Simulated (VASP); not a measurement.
Wanted: the native input for a VASP 6.6.1 run.

```
Task                   : single point
Functional             : PBE
Potentials or basis    : VASP PAW PBE potentials, release 64 (Zr_sv, C)
Cutoff                 : 520 eV
k mesh                 : 10 × 10 × 6
Occupations            : gaussian, width 0.1 eV
Spin                   : no spin polarisation
Dipole correction      : no
Further INCAR settings : ALGO = Normal; EDIFF = 1e-07; NBANDS = 24
```

The structure of ZrC lies in POSCAR:

```
ZrC
1.0
    3.3610163770      0.0225336783     -0.0297603838
   -1.6609934507      2.8995745932      0.0295385661
   -0.0464204950      0.0264013670      5.3327853363
Zr C
2 2
Direct
    0.3369645723      0.6759919446      0.2460342711
    0.6890409237      0.3277515126      0.7461068543
    0.0336259924      0.0176998178     -0.0007423614
    0.0184618993      0.0045035743      0.4908744823
```

One way to write it, as run:

INCAR

```
SYSTEM = ZrC
PREC     = Accurate       ! precision mode
ENCUT    = 520            ! plane-wave cutoff, eV
EDIFF    = 1E-7           ! SCF threshold, eV
ISMEAR   = 0              ! smearing method
SIGMA    = 0.1            ! smearing width, eV
LREAL    = .FALSE.        ! projectors in reciprocal space
LASPH    = .TRUE.         ! aspherical terms in the spheres
NELM     = 80             ! most SCF steps
ALGO     = Normal         ! electronic algorithm
ISIF     = 2              ! what is computed and relaxed
LWAVE    = .FALSE.        ! write WAVECAR
LCHARG   = .TRUE.         ! write CHGCAR
GGA      = PE             ! functional
LELF     = .TRUE.         ! ELF
LVHAR    = .TRUE.       
NBANDS   = 24             ! bands
```

KPOINTS

```
regular mesh
0
G
  10 10 6
  0 0 0
```

Potentials or basis: VASP PAW PBE potentials, release 64 (Zr_sv, C).

The run is started by

```sh
$ cat potpaw_PBE.64/Zr_sv/POTCAR potpaw_PBE.64/C/POTCAR > POTCAR
$ mpirun -np 1 vasp_std > vasp.out
```

Results of the run:

* Pressure: 1.0 GPa
* Largest force: 1.034 eV/Å
* Band gap on the k mesh: zero (bands 16 and 17 overlap by 0.86 eV)

Caveat: forces of over 1 eV/Å act on the atoms, so gaps and moduli don't describe the material at rest.

It took 12 min on 1 thread of Intel Xeon 8259CL, with other jobs on the host, peak memory 0.42 GiB.
